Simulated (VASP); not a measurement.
# Sb (P2_1/m) in VASP: further runs

Runs on Sb. Level: PBE. Tasks: single point.

All numbers are computed with VASP 6.6.1; they aren't measurements. Logs are shortened: lines on timing, memory, paths and dates and some standing lists are left out, and cuts for length are marked.

### Step 1. The cell of the first run

The typed cell holds 2 atoms: a = 3.110 Å, b = 4.396 Å, c = 4.307 Å, α = 90.00°, β = 90.12°, γ = 90.00°.

### Step 2. Single point, PBE (strain along c alone, the other axes held: -2.0 %, then relaxed in part)

Contents of INCAR:

```
PREC = Accurate
ENCUT = 520
EDIFF = 1E-6
ISMEAR = 0
SIGMA = 0.1
LREAL = F
LASPH = T
NELM = 80
ALGO = Normal
ISIF = 2
LWAVE = F
LCHARG = F
GGA = PE
NBANDS = 12
```

Contents of KPOINTS:

```
regular mesh
0
Gamma
  14 10 10
```

Contents of POSCAR:

```
Sb
1.0
    3.1104776758      0.0000000000      0.0001344108
    0.0000000000      4.3964238707      0.0000000000
   -0.0093062883      0.0000000000      4.3072243057
Sb
2
Direct
    0.0001822398      0.7500000000      0.7499297071
    0.9998177602      0.2500000000      0.2500702929
```

Potentials or basis: VASP PAW PBE potentials, release 64 (Sb).

The run is started by

```bash
> cat potpaw_PBE.64/Sb/POTCAR > POTCAR
> mpirun -np 1 vasp_std > vasp.out
```

OUTCAR:

```text
PREC = Accurate
   ENCUT = 520
   EDIFF = 1E-6
   ISMEAR = 0
   LREAL = F
   LASPH = T
   NELM = 80
   ISIF = 2
   GGA = PE

 ion  position               nearest neighbor table
   1  0.000  0.750  0.750-   2 3.08   2 3.08   2 3.08   2 3.08
   2  1.000  0.250  0.250-   1 3.08   1 3.08   1 3.08   1 3.08

  LATTYP: Found a simple monoclinic cell.
 ALAT       =     3.1104776787
 B/A-ratio  =     1.4134240219
 C/A-ratio  =     1.3847501266
 COS(beta)  =    -0.0021174059

  Lattice vectors:

 A1 = (   3.1104776758,   0.0000000000,   0.0001344108)
 A2 = (   0.0000000000,   4.3964238707,   0.0000000000)
 A3 = (  -0.0093062883,   0.0000000000,   4.3072243057)

Analysis of symmetry for initial positions (statically):
=====================================================================
 Subroutine PRICEL returns:
 Original cell was already a primitive cell.

 Routine SETGRP: Setting up the symmetry group for a
 simple monoclinic supercell.

 Subroutine GETGRP returns: Found  4 space group operations
 (whereof  2 operations were pure point group operations)
 out of a pool of  4 trial point group operations.

The static configuration has the point symmetry S_2 .
 The point group associated with its full space group is C_2h.

Analysis of symmetry for dynamics (positions and initial velocities):
=====================================================================
 Subroutine PRICEL returns:
 Original cell was already a primitive cell.

 Routine SETGRP: Setting up the symmetry group for a
 simple monoclinic supercell.

 Subroutine GETGRP returns: Found  4 space group operations
 (whereof  2 operations were pure point group operations)
 out of a pool of  4 trial point group operations.

The dynamic configuration has the point symmetry S_2 .
 The point group associated with its full space group is C_2h.

 Subroutine INISYM returns: Found  4 space group operations
 (whereof  2 operations are pure point group operations),
 and found     1 'primitive' translations

----------------------------------------------------------------------------------------

                                     Primitive cell

  volume of cell :      58.9012

  direct lattice vectors                    reciprocal lattice vectors
     3.110477676  0.000000000  0.000134411     0.321493999  0.000000000  0.000694627
     0.000000000  4.396423871  0.000000000     0.000000000  0.227457595  0.000000000
    -0.009306288  0.000000000  4.307224306    -0.000010033  0.000000000  0.232168059

  length of vectors
     3.110477679  4.396423871  4.307234359     0.321494749  0.227457595  0.232168059

  position of ions in fractional coordinates (direct lattice)
     0.000182240  0.750000000  0.749929707
     0.999817760  0.250000000  0.250070293

  ion indices of the primitive-cell ions
   primitive index   ion index
                 1           1
                 2           2

----------------------------------------------------------------------------------------

 KPOINTS: regular mesh

Automatic generation of k-mesh.
 Grid dimensions read from file:
 generate k-points for:   14   10   10

 Generating k-lattice:

  Cartesian coordinates                     Fractional coordinates (reciprocal lattice)
     0.022963857  0.000000000  0.000049616     0.071428571  0.000000000  0.000000000
     0.000000000  0.022745759  0.000000000     0.000000000  0.100000000  0.000000000
    -0.000001003  0.000000000  0.023216806     0.000000000  0.000000000  0.100000000

  Length of vectors
     0.022963911  0.022745759  0.023216806

  Shift w.r.t. Gamma in fractional coordinates (k-lattice)
     0.000000000  0.000000000  0.000000000

 Subroutine IBZKPT returns following result:
 ===========================================

 Found    432 irreducible k-points:

 Following reciprocal coordinates:
            Coordinates               Weight
  0.000000  0.000000  0.000000      1.000000
  0.071429  0.000000  0.000000      2.000000
  0.142857  0.000000  0.000000      2.000000
  0.214286  0.000000  0.000000      2.000000
  0.285714  0.000000  0.000000      2.000000
  0.357143  0.000000 -0.000000      2.000000
[... 16 lines left out ...]
  0.428571  0.200000  0.000000      4.000000
  0.500000  0.200000 -0.000000      2.000000
 [... further k-points ...]
   k-points           NKPTS =    432   k-points in BZ     NKDIM =    432   number of bands    NBANDS=     12
   number of dos      NEDOS =    301   number of ions     NIONS =      2
   total plane-waves  NPLWV =  27648
   dimension x,y,z NGX =    24 NGY =   36 NGZ =   32
   dimension x,y,z NGXF=    48 NGYF=   72 NGZF=   64
   ions per type =               2
   NGX,Y,Z   is equivalent  to a cutoff of  12.83, 13.61, 12.35 a.u.
   NGXF,Y,Z  is equivalent  to a cutoff of  25.65, 27.23, 24.70 a.u.
 SYSTEM =  unknown system
   PREC   = accura    normal or accurate (medium, high low for compatibility)
   ISTART =      0    job   : 0-new  1-cont  2-samecut
   ICHARG =      2    charge: 1-file 2-atom 10-const
   ISPIN  =      1    spin polarized calculation?
   LNONCOLLINEAR =      F non collinear calculations
   LSORBIT =      F    spin-orbit coupling
   LASPH  =      T    aspherical Exc in radial PAW
   ENCUT  =  520.0 eV  38.22 Ry    6.18 a.u.   5.78  8.17  8.01*2*pi/ulx,y,z
   NELM   =     80;   NELMIN=  2; NELMDL= -5     # of ELM steps
   EDIFF  = 0.1E-05   stopping-criterion for ELM
   LREAL  =      F    real-space projection
   EDIFFG = 0.1E-04   stopping-criterion for IOM
   NSW    =      0    number of steps for IOM
   IBRION =     -1    ionic relax: 0-MD 1-quasi-New 2-CG
   NFREE  =      0    steps in history (QN), initial steepest desc. (CG)
   ISIF   =      2    stress and relaxation
   ISYM   =      2    0-nonsym 1-usesym 2-fastsym
   POTIM  = 0.5000    time-step for ionic-motion
   TEBEG  =    0.0;   TEEND  =   0.0 temperature during run
   PSTRESS=    0.0 pullay stress
   NELECT =      10.0000    total number of electrons
   NUPDOWN=      -1.0000    fix difference up-down
   EMIN   =  10.00;   EMAX   =-10.00  energy-range for DOS
   EFERMI =   0.00;   METHOD = LEGACY
   ISMEAR =     0;   SIGMA  =   0.10  broadening in eV -4-tet -1-fermi 0-gaus
   EFERMI_NEDOS =   21; number of points for ismear=-14 and -15
   IALGO  =     38    algorithm
   IMIX   =      4    mixing-type and parameters
     AMIX     =   0.40;   BMIX     =  1.00
     AMIX_MAG =   1.60;   BMIX_MAG =  1.00
  volume/ion in A,a.u.               =      29.45       198.74
  Fermi-wavevector in a.u.,A,eV,Ry     =   0.906498  1.713033 11.180429  0.821738
  Thomas-Fermi vector in A             =   2.030193
   LORBIT       =      0    0 simple, 1 ext, 2 COOP (PROOUT), +10 PAW based schemes
   GGA     = PE    functional components
   LHFCALC =     F    Hartree Fock is set to
   AEXX    =    0.0000 exact exchange contribution
   IVDW    =     0    specifies the selected vdW correction
   LEPSILON=     F    determine dielectric tensor
   LRPA    =     F    only Hartree local field effects (RPA)
 non-spin polarized calculation
 Gauss-broadening in eV      SIGMA  =   0.10
  energy-cutoff  :      520.00
  volume of cell :       58.90
 maximum number of plane-waves:      1616
   NGX = 11   NGY = 17   NGZ = 17

 number of electron      10.0000000 magnetization

 number of electron       9.9999999 magnetization

 Free energy of the ion-electron system (eV)
  ---------------------------------------------------
  ext. energy  EPLUGINS =         0.00000000
  ---------------------------------------------------
  free energy    TOTEN  =        -8.18425988 eV

  energy without entropy =       -8.17782308  energy(sigma->0) =       -8.18104148

 E-fermi :   7.2834     XC(G=0):  -9.6791

 val. band max:        7.2813574979   @ k =  -0.1429   0.4000   0.1000
 cond. band min:       7.2911436115   @ k =   0.1429   0.4000   0.1000
 fundamental gap:      0.0097861136
 Fermi energy:         7.2834488688

 k-point     1 :       0.0000    0.0000    0.0000
  band No.  band energies     occupation
      1      -5.1889      2.00000
      2       0.0057      2.00000
      3       3.6029      2.00000
      4       3.8450      2.00000
      5       9.4530      0.00000
      6      10.3949      0.00000
      7      10.6544      0.00000
      8      10.7484      0.00000
      9      14.1448      0.00000
     10      14.3017      0.00000
     11      14.6067      0.00000
     12      15.6571      0.00000

 k-point     2 :       0.0714    0.0000    0.0000
  band No.  band energies     occupation
      1      -5.1157      2.00000
      2       0.0819      2.00000
      3       3.6710      2.00000
      4       3.9132      2.00000
      5       9.4622      0.00000
      6       9.5222      0.00000
      7      10.7264      0.00000
      8      10.8206      0.00000
      9      13.8804      0.00000
     10      14.3593      0.00000
     11      14.8315      0.00000
     12      16.0669      0.00000

 k-point     3 :       0.1429    0.0000    0.0000
  band No.  band energies     occupation
      1      -4.8984      2.00000
      2       0.3103      2.00000
      3       3.8705      2.00000
      4       4.1126      2.00000
      5       7.7661      0.00000
      6       9.7291      0.00000
      7      10.9373      0.00000
      8      11.0315      0.00000
      9      12.3408      0.00000
     10      14.5313      0.00000
     11      15.3853      0.00000
     12      17.0039      0.00000

 k-point     4 :       0.2143    0.0000    0.0000
  band No.  band energies     occupation
      1      -4.5448      2.00000
      2       0.6885      2.00000
      3       4.1851      2.00000
      4       4.4271      2.00000
      5       6.0272      2.00000
      6      10.0706      0.00000
      7      10.6225      0.00000
      8      11.2692      0.00000
      9      11.3636      0.00000
     10      14.8138      0.00000
     11      15.4848      0.00000
     12      15.7345      0.00000

 k-point     5 :       0.2857    0.0000    0.0000
  band No.  band energies     occupation
      1      -4.0743      2.00000
      2       1.2086      2.00000
      3       4.4221      2.00000
      4       4.5821      2.00000
      5       4.8238      2.00000
      6       8.9594      0.00000
      7      10.5400      0.00000
      8      11.6867      0.00000
      9      11.7815      0.00000
     10      14.1404      0.00000
     11      14.3961      0.00000
     12      15.1973      0.00000
[... 228 lines left out ...]
      1      -3.7812      2.00000
      2       0.1485      2.00000
      3       4.7028      2.00000
      4       5.1878      2.00000
      5       5.4018      2.00000
      6       8.2979      0.00000
      7      10.1165      0.00000
      8      10.5061      0.00000
      9      11.6119      0.00000
     10      14.2810      0.00000
     11      14.6656      0.00000
     12      17.0982      0.00000

 k-point    22 :       0.3571    0.2000   -0.0000
  band No.  band energies     occupation
      1      -3.2396      2.00000
      2       0.7354      2.00000
      3       3.3295      2.00000
      4       5.6097      2.00000
      5       5.7854      2.00000
      6       6.9537      2.00000
      7      10.5644      0.00000
      8      11.0111      0.00000
      9      12.0846      0.00000
     10      13.1742      0.00000
     11      13.5672      0.00000
     12      16.7902      0.00000

 k-point    23 :       0.4286    0.2000    0.0000
  band No.  band energies     occupation
      1      -2.7424      2.00000
      2       1.3037      2.00000
      3       2.3255      2.00000
      4       5.5551      2.00000
      5       5.9545      2.00000
      6       6.4957      2.00000
      7      10.9385      0.00000
      8      11.4586      0.00000
      9      12.0820      0.00000
     10      12.8129      0.00000
     11      12.8885      0.00000
     12      16.1421      0.00000

 k-point    24 :       0.5000    0.2000   -0.0000
  band No.  band energies     occupation
      1      -2.5203      2.00000
      2       1.5744      2.00000
      3       1.9334      2.00000
      4       5.1843      2.00000
      5       6.0919      2.00000
      6       6.5862      2.00000
      7      11.0912      0.00000
      8      11.6519      0.00000
      9      11.8447      0.00000
     10      12.5408      0.00000
     11      13.0812      0.00000
     12      15.8200      0.00000

 [... further k-points ...]
[... 5 lines left out ...]
  --------------------------------------------------------------------------------------
  -------------------------------------------------------------------------------------
  Total        0.0649290      0.4746892      0.6990505      0.0000000      0.0000000      0.0010198
  in kB        1.7661411     12.9120665     19.0149397      0.0000000      0.0000000      0.0277395
  external PRESSURE =      11.2310491 kB  Pullay stress =       0.0000000 kB

 VOLUME and BASIS-vectors are now :
 -----------------------------------------------------------------------------
  energy-cutoff  :      520.00
  volume of cell :       58.90
      direct lattice vectors                 reciprocal lattice vectors
     3.110477676  0.000000000  0.000134411     0.321493999  0.000000000  0.000694627
     0.000000000  4.396423871  0.000000000     0.000000000  0.227457595  0.000000000
    -0.009306288  0.000000000  4.307224306    -0.000010033  0.000000000  0.232168059

 POSITION                                       TOTAL-FORCE (eV/Angst)
 -----------------------------------------------------------------------------------
     -0.00641      3.29732      3.23012        -0.000388      0.000000      0.001114
      3.10758      1.09911      1.07724         0.000388      0.000000     -0.001114
 -----------------------------------------------------------------------------------
    total drift:                               -0.000000      0.000000      0.000000

  FREE ENERGIE OF THE ION-ELECTRON SYSTEM (eV)
  ---------------------------------------------------
  free  energy   TOTEN  =        -8.1842598791 eV

  energy  without entropy=       -8.1778230823  energy(sigma->0) =       -8.18104148
```

It took 1.8 min on 1 thread of Intel Xeon 6975P-C, shared host; peak memory 0.38 GiB.

Results:

```
Free energy            : -8.1843 eV
Pressure               : 1.1 GPa
Band gap on the k mesh : zero (band 5 reaches 12.48 eV, above the bottom of band 6 at 3.77 eV)
```

Levels at points of the mesh, in eV from the Fermi level:
```
           k point  band 1  band 2  band 3  band 4  band 5  band 6  band 7  band 8  band 9  band 10
(0.00, 0.00, 0.00)  -12.47   -7.28   -3.68   -3.44    2.17    3.11    3.37    3.46    6.86     7.02
(0.50, 0.00, 0.00)  -10.10   -5.63   -4.44   -1.80   -1.57   -1.51    4.73    4.77    5.00     5.34
(0.00, 0.50, 0.00)  -10.69  -10.69   -1.25   -1.25   -0.74   -0.74    4.81    4.81    7.89     7.89
(0.50, 0.50, 0.00)   -8.28   -8.28   -3.98   -3.98    0.70    0.70    1.69    1.69    5.74     5.74
(0.00, 0.00, 0.50)  -10.64  -10.63   -1.41   -1.40   -0.95   -0.95    4.85    4.85    8.29     8.29
(0.50, 0.00, 0.50)   -8.22   -8.22   -3.94   -3.93    0.54    0.55    1.47    1.47    5.56     5.56
(0.00, 0.50, 0.50)   -9.96   -9.96   -5.66   -5.66    5.20    5.20    5.49    5.49    9.03     9.03
(0.50, 0.50, 0.50)   -7.43   -7.43   -3.67   -3.67   -3.51   -3.51    2.14    2.14    7.51     7.51
```

Caveat: the cell differs from its parent crystal (strain along c alone, the other axes held: -2.0 %, then relaxed in part); spin-orbit coupling is left out, which moves the levels of the heavy elements.

### Step 3. Single point, PBE

This run uses another cell than the first one, of 30.05 Å³/atom, 1.020 times its volume.

INCAR, as its differences from that of step 2:

```diff
@@ -11,4 +11,6 @@
 LWAVE = F
-LCHARG = F
+LCHARG = T
 GGA = PE
+LELF = T
+LVHAR = T
 NBANDS = 12
```

Contents of KPOINTS:

```
Automatic mesh
0
Gamma
  14 10 10
```

Contents of POSCAR:

```
Sb
1.0
    3.1104779662      0.0000000000      0.0000000000
    0.0000000000      4.3964238707      0.0000000000
   -0.0094962126      0.0000000000      4.3951268425
Sb
2
Direct
    0.0001822398      0.7500000000      0.7499297071
    0.9998177602      0.2500000000      0.2500702929
```

Potentials or basis: VASP PAW PBE potentials, release 64 (Sb).

The run is started by

```bash
> cat potpaw_PBE.64/Sb/POTCAR > POTCAR
> mpirun -np 1 vasp_std > vasp.out
```

Run time: 1.9 min. Hardware: 1 thread of Intel Xeon 6975P-C, shared host; peak memory 0.39 GiB.

It converged, with:

- Free energy: -8.1913 eV
- Pressure: 0.0 GPa
- Band gap on the k mesh: zero (band 5 reaches 12.26 eV, above the bottom of band 6 at 3.55 eV)

Levels at points of the mesh, in eV from the Fermi level:
```
           k point  band 3  band 4  band 5  band 6  band 7  band 8
(0.00, 0.00, 0.00)   -3.49   -3.49    2.23    3.25    3.27    3.27
(0.50, 0.00, 0.00)   -4.56   -1.60   -1.60   -1.57    4.84    4.86
(0.00, 0.50, 0.00)   -1.32   -1.32   -0.89   -0.89    4.90    4.90
(0.50, 0.50, 0.00)   -3.90   -3.90    0.64    0.64    1.52    1.52
(0.00, 0.00, 0.50)   -1.32   -1.32   -0.89   -0.89    4.90    4.90
(0.50, 0.00, 0.50)   -3.90   -3.89    0.64    0.64    1.52    1.52
(0.00, 0.50, 0.50)   -5.51   -5.51    5.24    5.24    5.26    5.26
(0.50, 0.50, 0.50)   -3.50   -3.50   -3.47   -3.47    2.23    2.23
```

Caveat: spin-orbit coupling is left out, which moves the levels of the heavy elements.

(Part 1 of 2 ends here.)
